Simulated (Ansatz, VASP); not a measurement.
One calculation of AgI, two programs

The input POSCAR:

```
AgI
1.0
   -2.3243249426      2.3243249426      3.2907521056
    2.3243249426     -2.3243249426      3.2907521056
    2.3243249426      2.3243249426     -3.2907521056
Ag I
1 1
Direct
    0.2500000000      0.7500000000      0.5000000000
    0.0000000000      0.0000000000      0.0000000000
```

The input INCAR.step1:

```
  ALGO = Normal
  EDIFF = 1E-5
  ENCUT = 550
  GGA = PE
  GGA_COMPAT = False
  ISMEAR = 0
  LASPH = True
  LCHARG = False
  LREAL = False
  LWAVE = True
  NBANDS = 16
  NELM = 120
  PREC = Accurate
  SIGMA = 0.01
```

The input INCAR.step2:

```
  ALGO = Normal
  EDIFF = 1E-6
  ENCUT = 550
  GGA_COMPAT = False
  ISIF = 2
  ISMEAR = 0
  ISTART = 1
  LASPH = True
  LCHARG = False
  LMIXTAU = True
  LREAL = False
  LWAVE = False
  METAGGA = R2SCAN
  NBANDS = 16
  NELM = 120
  PREC = Accurate
  SIGMA = 0.01
```

Contents of KPOINTS:

```
k-points
0
Gamma
  6 6 6
```

Input for Ansatz:

```yaml
crystal:
  lattice:
    - [-2.3243249426, 2.3243249426, 3.2907521056]
    - [2.3243249426, -2.3243249426, 3.2907521056]
    - [2.3243249426, 2.3243249426, -3.2907521056]
  atoms:
    - { symbol: Ag, position: [0.25, 0.75, 0.5] }
    - { symbol: I, position: [0.0, 0.0, 0.0] }
kpoints:
  mp_grid: { grid: [6, 6, 6] }
hamiltonian:
  xc: r2scan
scf:
  occupations: { method: fixed }
  n_extra_bands: 4
output:
  forces: true
  stress: true
  eigenvalues: true
```

Alike in both runs: task single point; functional r2SCAN; k mesh 6 × 6 × 6; no spin polarisation.

```csv
,VASP,Ansatz
version,VASP 6.6.1,Ansatz 0.2.0
potentials or method,"VASP PAW PBE potentials, release 64 (Ag, I)","plane waves, PAW"
plane-wave cutoff (eV),550,500
occupations,"gaussian, width 0.01 eV",fixed
valence electrons in the cell,18,36
```

|  | VASP | Ansatz | Ansatz less VASP |
| --- | --- | --- | --- |
| gap on the k mesh at the Fermi level (eV) | 1.79 | 1.82 | +0.032 |
| pressure (GPa) | -0.1 | 0.0 | +0.11 |

VASP's potentials were made for PBE, not for r2SCAN. VASP's potentials hold 18 valence electrons a cell and Ansatz's 36, so a difference there can come from the potentials and not from the codes.

Spin-orbit coupling is off throughout.
